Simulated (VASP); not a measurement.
Write the native input for VASP 6.6.1 that does the following.

| Quantity | Value |
| --- | --- |
| Task | single point |
| Functional | PBE |
| Dispersion | D3(BJ) |
| Potentials or basis | VASP PAW PBE potentials, release 64 (C, H) |
| Cutoff | 520 eV |
| k mesh | 1 × 1 × 1 |
| Occupations | fermi-dirac, width 0.05 eV |
| Spin | no spin polarisation |
| Dipole correction | no |
| Further INCAR settings | ALGO = Normal; EDIFF = 1e-06; NBANDS = 45 |

The structure of H4C lies in POSCAR:

```
H4C
1.0
    7.2304270000      0.0000000000      0.0000000000
    0.0000000000      7.2304270000      0.0000000000
    0.0000000000      0.0000000000      7.2304270000
C H
6 24
Direct
    0.5211587089      0.1165353028      0.6603482754
    0.7022130228      0.8807363659      0.0936597520
    0.4951574783      0.6103650587      0.7777963874
    1.0370341890      0.2399858266     -0.1533934303
    0.2784759462      0.6483572824      0.3504910568
    0.8401855105      0.3681940223      0.2677711842
    0.6663091958      0.1192184085      0.6036434639
    0.4348290910      0.0449212751      0.5438544639
    0.4704009874      0.2483947352      0.6985756166
    0.5253769936      0.0554600717      0.7924981471
    0.7787921792      0.9250629320      0.2180784067
    0.5851659937      0.7977675454      0.1224823928
    0.7720152627      0.7978781889     -0.0038725237
    0.6532117674      0.9996090134      0.0224191462
    0.5796061560      0.5245748280      0.8612077821
    0.4072235291      0.5381424914      0.6724637425
    0.6113746809      0.6695316888      0.7010927570
    0.4303203670      0.7237746816      0.8523839602
    1.1233223155      0.3498825173     -0.0921660643
    0.8943731816      0.2810069170     -0.1597969249
    1.0549999329      0.1158576112     -0.0724991761
    1.0852747701      0.2216328303     -0.3027207107
    0.2464584733      0.5144232837      0.4303480279
    0.4140419369      0.7134986634      0.3491909952
    0.1861715774      0.7553772412      0.4138621412
    0.2233616355      0.6493807351      0.2068342575
    0.7966057883      0.2631241557      0.1669749242
    0.7226129245      0.4692668912      0.3021398321
    0.9590304971      0.4425326471      0.2093928892
    0.8892005963      0.2642029302      0.3763401525
```

One way to write it, as run:

INCAR

```
PREC = Accurate
ENCUT = 520
EDIFF = 1E-6
ISMEAR = -1
SIGMA = 0.05
LREAL = False
LASPH = True
NELM = 120
ALGO = Normal
ISIF = 2
LWAVE = False
LCHARG = False
GGA = PE
IVDW = 12
NBANDS = 45
GGA_COMPAT = False
```

KPOINTS

```
Automatic mesh
0
Gamma
  1 1 1
```

Potentials or basis: VASP PAW PBE potentials, release 64 (C, H).

Run with:

```console
$ cat potpaw_PBE.64/C/POTCAR potpaw_PBE.64/H/POTCAR > POTCAR
$ mpirun -np 1 vasp_gam > vasp.out
```

It gave:

| Quantity | Value |
| --- | --- |
| Pressure | -0.1 GPa |
| Largest force | 3.062 eV/Å |
| Band gap on the k mesh | 6.67 eV |
| Dispersion energy per atom | -0.026 eV |

Caveat: the k points lie up to 0.87 Å⁻¹ apart.

It took 39 s on 1 thread of AMD EPYC 7R43 64-Core Processor (Zen 3), with other jobs on the host, peak memory 0.32 GiB.
